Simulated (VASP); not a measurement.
# Hf (I4/mmm) in VASP: a series of runs

Hf is run at these levels: r2SCAN; tasks: single point.

Program: VASP 6.6.1. These are calculated values, not measurements. Logs are shortened: lines on timing, memory, paths and dates and some standing lists are left out, and cuts for length are marked.

## Step 1: The cell of the first run

Symmetry: I4/mmm, No. 139, tetragonal system. The conventional cell has a = 3.391 Å, b = 3.391 Å, c = 4.085 Å, α = 90.00°, β = 90.00°, γ = 90.00°. Within 4.1 Å of Hf (site symmetry 4/mmm) lie 14 Hf at 3.15 to 4.08 Å.

## Step 2: Single point, r2SCAN (strain +0.080 along x and y, -0.080 along z)

Contents of POSCAR:

```
Hf
1.0
    0.0000000000      2.3976000000      2.0424000000
    2.3976000000      0.0000000000      2.0424000000
    2.3976000000      2.3976000000      0.0000000000
Hf
1
Direct
    0.0000000000      0.0000000000      0.0000000000
```

Contents of INCAR.step1:

```
PREC = Accurate
ENCUT = 520
ISMEAR = 0
SIGMA = 0.15
LREAL = False
LASPH = True
NELM = 80
NBANDS = 11
GGA = PE
ALGO = Normal
EDIFF = 1E-4
LWAVE = True
LCHARG = False
```

Contents of INCAR.step2:

```
PREC = Accurate
ENCUT = 520
EDIFF = 1E-7
ISMEAR = 0
SIGMA = 0.15
LREAL = False
LASPH = True
NELM = 80
ALGO = Normal
ISIF = 2
LWAVE = False
LCHARG = False
METAGGA = R2SCAN
LMIXTAU = True
NBANDS = 11
ISTART = 1
```

Contents of KPOINTS:

```
Automatic mesh
0
Gamma
  18 18 18
```

Potentials or basis: VASP PAW PBE potentials, release 64 (Hf_pv).

Started as:

```bash
$ cat potpaw_PBE.64/Hf_pv/POTCAR > POTCAR
$ cp INCAR.step1 INCAR
$ mpirun -np 1 vasp_std > vasp.out
$ cp INCAR.step2 INCAR
$ mpirun -np 1 vasp_std > vasp.out
```

OUTCAR:

```text
PREC = Accurate
   ENCUT = 520
   EDIFF = 1E-7
   ISMEAR = 0
   LREAL = False
   LASPH = True
   NELM = 80
   ISIF = 2
   METAGGA = R2SCAN
   ISTART = 1

 ion  position               nearest neighbor table
   1  0.000  0.000  0.000-

  LATTYP: Found a body centered tetragonal cell.
 ALAT       =     3.3907184371
 C/A-ratio  =     1.2047004420

  Lattice vectors:

 A1 = (   0.0000000000,  -2.3976000000,  -2.0424000000)
 A2 = (   0.0000000000,   2.3976000000,  -2.0424000000)
 A3 = (   2.3976000000,   0.0000000000,   2.0424000000)

Analysis of symmetry for initial positions (statically):
=====================================================================
 Subroutine PRICEL returns:
 Original cell was already a primitive cell.

 Routine SETGRP: Setting up the symmetry group for a
 body centered tetragonal supercell.

 Subroutine GETGRP returns: Found 16 space group operations
 (whereof 16 operations were pure point group operations)
 out of a pool of 16 trial point group operations.

The static configuration has the point symmetry D_4h.

Analysis of symmetry for dynamics (positions and initial velocities):
=====================================================================
 Subroutine PRICEL returns:
 Original cell was already a primitive cell.

 Routine SETGRP: Setting up the symmetry group for a
 body centered tetragonal supercell.

 Subroutine GETGRP returns: Found 16 space group operations
 (whereof 16 operations were pure point group operations)
 out of a pool of 16 trial point group operations.

The dynamic configuration has the point symmetry D_4h.

 Subroutine INISYM returns: Found 16 space group operations
 (whereof 16 operations are pure point group operations),
 and found     1 'primitive' translations

----------------------------------------------------------------------------------------

                                     Primitive cell

  volume of cell :      23.4814

  direct lattice vectors                    reciprocal lattice vectors
     0.000000000  2.397600000  2.042400000    -0.208541875  0.208541875  0.244810027
     2.397600000  0.000000000  2.042400000     0.208541875 -0.208541875  0.244810027
     2.397600000  2.397600000  0.000000000     0.208541875  0.208541875 -0.244810027

  length of vectors
     3.149584658  3.149584658  3.390718437     0.383290199  0.383290199  0.383290199

  position of ions in fractional coordinates (direct lattice)
     0.000000000  0.000000000  0.000000000

  ion indices of the primitive-cell ions
   primitive index   ion index
                 1           1

----------------------------------------------------------------------------------------

 KPOINTS: Automatic mesh

Automatic generation of k-mesh.
 Grid dimensions read from file:
 generate k-points for:   18   18   18

 Generating k-lattice:

  Cartesian coordinates                     Fractional coordinates (reciprocal lattice)
    -0.011585660  0.011585660  0.013600557     0.055555556  0.000000000  0.000000000
     0.011585660 -0.011585660  0.013600557     0.000000000  0.055555556  0.000000000
     0.011585660  0.011585660 -0.013600557    -0.000000000 -0.000000000  0.055555556

  Length of vectors
     0.021293900  0.021293900  0.021293900

  Shift w.r.t. Gamma in fractional coordinates (k-lattice)
     0.000000000  0.000000000  0.000000000

 Subroutine IBZKPT returns following result:
 ===========================================

 Found    480 irreducible k-points:

 Following reciprocal coordinates:
            Coordinates               Weight
  0.000000  0.000000  0.000000      1.000000
  0.055556  0.000000  0.000000      8.000000
  0.111111  0.000000  0.000000      8.000000
  0.166667  0.000000  0.000000      8.000000
  0.222222  0.000000  0.000000      8.000000
  0.277778  0.000000  0.000000      8.000000
[... 16 lines left out ...]
 -0.277778  0.055556  0.000000      8.000000
 -0.222222  0.055556  0.000000      8.000000
 [... further k-points ...]
   k-points           NKPTS =    480   k-points in BZ     NKDIM =    480   number of bands    NBANDS=     11
   number of dos      NEDOS =    301   number of ions     NIONS =      1
   total plane-waves  NPLWV =  16128
   dimension x,y,z NGX =    24 NGY =   24 NGZ =   28
   dimension x,y,z NGXF=    48 NGYF=   48 NGZF=   56
   ions per type =               1
   NGX,Y,Z   is equivalent  to a cutoff of  12.67, 12.67, 13.73 a.u.
   NGXF,Y,Z  is equivalent  to a cutoff of  25.34, 25.34, 27.46 a.u.
 SYSTEM =  unknown system
   PREC   = accura    normal or accurate (medium, high low for compatibility)
   ISTART =      1    job   : 0-new  1-cont  2-samecut
   ICHARG =      0    charge: 1-file 2-atom 10-const
   ISPIN  =      1    spin polarized calculation?
   LNONCOLLINEAR =      F non collinear calculations
   LSORBIT =      F    spin-orbit coupling
   LASPH  =      T    aspherical Exc in radial PAW
   ENCUT  =  520.0 eV  38.22 Ry    6.18 a.u.   5.86  5.86  6.30*2*pi/ulx,y,z
   NELM   =     80;   NELMIN=  2; NELMDL=  0     # of ELM steps
   EDIFF  = 0.1E-06   stopping-criterion for ELM
   LREAL  =      F    real-space projection
   EDIFFG = 0.1E-05   stopping-criterion for IOM
   NSW    =      0    number of steps for IOM
   IBRION =     -1    ionic relax: 0-MD 1-quasi-New 2-CG
   NFREE  =      0    steps in history (QN), initial steepest desc. (CG)
   ISIF   =      2    stress and relaxation
   ISYM   =      2    0-nonsym 1-usesym 2-fastsym
   POTIM  = 0.5000    time-step for ionic-motion
   TEBEG  =    0.0;   TEEND  =   0.0 temperature during run
   PSTRESS=    0.0 pullay stress
   NELECT =      10.0000    total number of electrons
   NUPDOWN=      -1.0000    fix difference up-down
   EMIN   =  10.00;   EMAX   =-10.00  energy-range for DOS
   EFERMI =   0.00;   METHOD = LEGACY
   ISMEAR =     0;   SIGMA  =   0.15  broadening in eV -4-tet -1-fermi 0-gaus
   EFERMI_NEDOS =   21; number of points for ismear=-14 and -15
   IALGO  =     38    algorithm
   IMIX   =      4    mixing-type and parameters
     AMIX     =   0.40;   BMIX     =  1.00
     AMIX_MAG =   1.60;   BMIX_MAG =  1.00
  volume/ion in A,a.u.               =      23.48       158.46
  Fermi-wavevector in a.u.,A,eV,Ry     =   1.231686  2.327549 20.640731  1.517051
  Thomas-Fermi vector in A             =   2.366486
   LORBIT       =      0    0 simple, 1 ext, 2 COOP (PROOUT), +10 PAW based schemes
   METAGGA = R2SCAN    functional components
   LHFCALC =     F    Hartree Fock is set to
   AEXX    =    0.0000 exact exchange contribution
   IVDW    =     0    specifies the selected vdW correction
   LEPSILON=     F    determine dielectric tensor
   LRPA    =     F    only Hartree local field effects (RPA)
 non-spin polarized calculation
 Gauss-broadening in eV      SIGMA  =   0.15
  energy-cutoff  :      520.00
  volume of cell :       23.48
 maximum number of plane-waves:       645
   NGX = 11   NGY = 11   NGZ = 13

 number of electron      10.0000000 magnetization

 Free energy of the ion-electron system (eV)
  ---------------------------------------------------
  ext. energy  EPLUGINS =         0.00000000
  ---------------------------------------------------
  free energy    TOTEN  =       -45.00198305 eV

  energy without entropy =      -44.98244516  energy(sigma->0) =      -44.99221411

 E-fermi :   4.2288     XC(G=0): -11.9297

 val. band max:        4.2277789482   @ k =  -0.3889   0.0000   0.3333
 cond. band min:       4.2314466735   @ k =   0.5000   0.0556   0.1111
 fundamental gap:      0.0036677252
 Fermi energy:         4.2287765821

 k-point     1 :       0.0000    0.0000    0.0000
  band No.  band energies     occupation
      1     -27.0540      2.00000
      2     -27.0490      2.00000
      3     -27.0490      2.00000
      4      -3.0993      2.00000
      5       5.5250      0.00000
      6       5.5250      0.00000
      7       7.0648      0.00000
      8       7.3626      0.00000
      9       9.3291      0.00000
     10      16.0639      0.00000
     11      16.3549      0.00000

 k-point     2 :       0.0556    0.0000    0.0000
  band No.  band energies     occupation
      1     -27.0744      2.00000
      2     -27.0542      2.00000
      3     -27.0522      2.00000
      4      -2.9919      2.00000
      5       5.4910      0.00000
      6       5.5654      0.00000
      7       7.0195      0.00000
      8       7.3434      0.00000
      9       9.2562      0.00000
     10      16.0638      0.00000
     11      16.5958      0.00000

 k-point     3 :       0.1111    0.0000    0.0000
  band No.  band energies     occupation
      1     -27.1399      2.00000
      2     -27.0691      2.00000
      3     -27.0544      2.00000
      4      -2.6778      2.00000
      5       5.3507      0.00000
      6       5.6445      0.00000
      7       6.9567      0.00000
      8       7.3440      0.00000
      9       9.0796      0.00000
     10      16.0638      0.00000
     11      17.2109      0.00000

 k-point     4 :       0.1667    0.0000    0.0000
  band No.  band energies     occupation
      1     -27.2391      2.00000
      2     -27.0919      2.00000
      3     -27.0574      2.00000
      4      -2.1815      2.00000
      5       5.0649      0.00000
      6       5.6495      0.00000
      7       6.9857      0.00000
      8       7.5135      0.00000
      9       8.8925      0.00000
     10      16.0636      0.00000
     11      17.5865      0.00000
[... 239 lines left out ...]
 k-point    22 :      -0.3333    0.0556    0.0000
  band No.  band energies     occupation
      1     -27.6088      2.00000
      2     -27.1798      2.00000
      3     -27.0963      2.00000
      4       0.0252      2.00000
      5       4.1989      1.22214
      6       5.1225      0.00000
      7       6.7679      0.00000
      8       9.2710      0.00000
      9       9.6838      0.00000
     10      15.4477      0.00000
     11      16.0653      0.00000

 k-point    23 :      -0.2778    0.0556    0.0000
  band No.  band energies     occupation
      1     -27.4981      2.00000
      2     -27.1518      2.00000
      3     -27.0947      2.00000
      4      -0.6231      2.00000
      5       4.3476      0.26255
      6       5.3573      0.00000
      7       6.8090      0.00000
      8       8.4259      0.00000
      9       9.3802      0.00000
     10      16.0614      0.00000
     11      16.4001      0.00000

 k-point    24 :      -0.2222    0.0556    0.0000
  band No.  band energies     occupation
      1     -27.3759      2.00000
      2     -27.1222      2.00000
      3     -27.0914      2.00000
      4      -1.3254      2.00000
      5       4.6233      0.00020
      6       5.6074      0.00000
      7       6.8905      0.00000
      8       7.7112      0.00000
      9       9.1183      0.00000
     10      16.0633      0.00000
     11      17.2928      0.00000

 [... further k-points ...]

------------------------ aborting loop because EDIFF is reached ----------------------------------------

  FORCE on cell =-STRESS in cart. coord.  units (eV):
  Direction    XX          YY          ZZ          XY          YZ          ZX
  --------------------------------------------------------------------------------------
  -------------------------------------------------------------------------------------
  Total       -1.0163718     -1.0163718     -0.1829643      0.0000000      0.0000000      0.0000000
  in kB      -69.3487956    -69.3487956    -12.4839702      0.0000000      0.0000000      0.0000000
  external PRESSURE =     -50.3938538 kB  Pullay stress =       0.0000000 kB

 VOLUME and BASIS-vectors are now :
 -----------------------------------------------------------------------------
  energy-cutoff  :      520.00
  volume of cell :       23.48
      direct lattice vectors                 reciprocal lattice vectors
     0.000000000  2.397600000  2.042400000    -0.208541875  0.208541875  0.244810027
     2.397600000  0.000000000  2.042400000     0.208541875 -0.208541875  0.244810027
     2.397600000  2.397600000  0.000000000     0.208541875  0.208541875 -0.244810027

 POSITION                                       TOTAL-FORCE (eV/Angst)
 -----------------------------------------------------------------------------------
      0.00000      0.00000      0.00000        -0.000000      0.000000      0.000000
 -----------------------------------------------------------------------------------
    total drift:                               -0.000000     -0.000000      0.000000

  FREE ENERGIE OF THE ION-ELECTRON SYSTEM (eV)
  ---------------------------------------------------
  free  energy   TOTEN  =       -45.0019830540 eV

  energy  without entropy=      -44.9824451612  energy(sigma->0) =      -44.99221411
```

It took 2.9 min on 1 thread of Intel Xeon 6975P-C (Granite Rapids), shared host; peak memory 0.25 GiB.

Results:

| Property | Result |
| --- | --- |
| Free energy | -45.0020 eV |
| Pressure | -5.0 GPa |
| Band gap on the k mesh | zero (bands 5 and 6 overlap by 2.25 eV) |

Stress tensor (GPa, compression positive):
```
-6.93  0.00  0.00
 0.00 -6.93  0.00
 0.00  0.00 -1.25
```

Levels at points of the mesh, in eV from the Fermi level:
| k point | band 3 | band 4 | band 5 | band 6 | band 7 | band 8 |
| --- | --- | --- | --- | --- | --- | --- |
| (0.00, 0.00, 0.00) | -31.28 | -7.33 | 1.30 | 1.30 | 2.84 | 3.13 |
| (0.50, 0.00, 0.00) | -31.30 | -3.51 | 0.34 | 0.49 | 2.61 | 5.67 |
| (0.50, 0.50, 0.00) | -31.66 | -2.84 | -2.28 | 4.22 | 6.43 | 6.84 |
| (0.50, 0.00, 0.50) | -31.38 | -3.21 | -1.53 | 1.41 | 5.82 | 6.02 |

Caveat: the cell differs from its parent crystal (strain +0.080 along x and y, -0.080 along z); the cell stands under tension; the PAW data sets were made with another functional, which shifts forces and pressure a little; spin-orbit coupling is left out, which moves the levels of the heavy elements.

[end of part 1 of 3]
